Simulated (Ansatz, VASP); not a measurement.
**Nb: VASP beside Ansatz**

```xyz
1
Lattice="-1.6858 1.6858 1.6858 1.6858 -1.6858 1.6858 1.6858 1.6858 -1.6858" Properties=species:S:1:pos:R:3 pbc="T T T"
Nb    0.0000    0.0000    0.0000
```

Alike in both runs: task single point; functional RPBE; dispersion D4; k mesh 11 × 11 × 11; occupations fermi-dirac, width 0.05 eV; no spin polarisation.

|  | VASP | Ansatz |
| --- | --- | --- |
| version | VASP 6.6.1 | Ansatz 0.2.0 |
| potentials or method | VASP PAW PBE potentials, release 64 (Nb_sv) | Ansatz PAW |
| plane-wave cutoff (eV) | 500 | 420 |
| valence electrons in the cell | 13 | 13 |

|  | VASP | Ansatz | Ansatz less VASP |
| --- | --- | --- | --- |
| gap on the k mesh at the Fermi level (eV) | none | none | - |
| pressure (GPa) | -10.1 | -9.8 | +0.34 |

VASP's potentials were made for PBE, not for RPBE. A gap of «none» marks a metal or a gap that the smearing closes.
